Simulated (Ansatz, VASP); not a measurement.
## Two plane-wave programs on Cd4N3

File INCAR:

```
SYSTEM = Cd4N3
PREC     = Accurate       ! precision mode
ENCUT    = 520            ! plane-wave cutoff, eV
EDIFF    = 1E-7           ! SCF threshold, eV
ISMEAR   = 0              ! smearing method
SIGMA    = 0.1            ! smearing width, eV
LREAL    = .False.        ! projectors in reciprocal space
LASPH    = .True.         ! aspherical terms in the spheres
NELM     = 60             ! most SCF steps
ALGO     = Normal         ! electronic algorithm
ISIF     = 2              ! what is computed and relaxed
LWAVE    = .False.        ! write WAVECAR
LCHARG   = .True.         ! write CHGCAR
GGA      = PE             ! functional
LELF     = .True.         ! ELF
LVHAR    = .True.       
NBANDS   = 40             ! bands
```

The input KPOINTS:

```
regular mesh
0
Gamma
  4 4 4
  0 0 0
```

The input POSCAR:

```
Cd4N3
1.0
    5.1293975800      0.0000000000      0.0000000000
    0.0000000000      5.1293975800      0.0000000000
    0.0000000000      0.0000000000      5.1293975800
Cd N
4 3
Direct
    0.7206873300      0.7206873300      0.7206873300
    0.2793126700      0.2793126700      0.7206873300
    0.2793126700      0.7206873300      0.2793126700
    0.7206873300      0.2793126700      0.2793126700
    0.0000000000      0.0000000000      0.5000000000
    0.5000000000      0.0000000000      0.0000000000
    0.0000000000      0.5000000000      0.0000000000
```

Input for Ansatz:

```yaml
crystal:
  lattice:
    - [5.12939758, 0.0, 0.0]
    - [0.0, 5.12939758, 0.0]
    - [0.0, 0.0, 5.12939758]
  atoms:
    - { symbol: Cd, position: [0.72068733, 0.72068733, 0.72068733] }
    - { symbol: Cd, position: [0.27931267, 0.27931267, 0.72068733] }
    - { symbol: Cd, position: [0.27931267, 0.72068733, 0.27931267] }
    - { symbol: Cd, position: [0.72068733, 0.27931267, 0.27931267] }
    - { symbol: "N", position: [0.0, 0.0, 0.5] }
    - { symbol: "N", position: [0.5, 0.0, 0.0] }
    - { symbol: "N", position: [0.0, 0.5, 0.0] }
basis:
  ecutwfc: 420
kpoints:
  mp_grid: { grid: [4, 4, 4] }
hamiltonian:
  xc: pbe
scf:
  occupations: { method: gaussian, width: 0.1 }
  lower_state_search: "off"
output:
  forces: true
  stress: true
  eigenvalues: true
```

Change from the starting cell: species swapped into the Ge3As4 type (P-43m, No. 215).

Alike in both runs: task single point; functional PBE; k mesh 4 × 4 × 4; occupations gaussian, width 0.1 eV; no spin polarisation.

|  | VASP | Ansatz |
| --- | --- | --- |
| version | VASP 6.6.1 | Ansatz 0.2.0 |
| potentials or method | VASP PAW PBE potentials, release 64 (Cd, N), cutoff 520 eV | scalar-relativistic, plane waves, PAW |
| valence electrons in the cell | 63 | 95 |

```csv
,VASP,Ansatz,Ansatz less VASP
gap on the k mesh at the Fermi level (eV),none,none,-
pressure (GPa),-6.9,-7.5,-0.62
rms of the force components (eV/Å),0.491,0.516,+0.0247
```

Atom by atom the forces differ by 0.025 eV/Å (rms over components). A gap of «none» marks a metal or a gap that the smearing closes. VASP's potentials hold 63 valence electrons a cell and Ansatz's 95, so a difference there can come from the potentials and not from the codes.
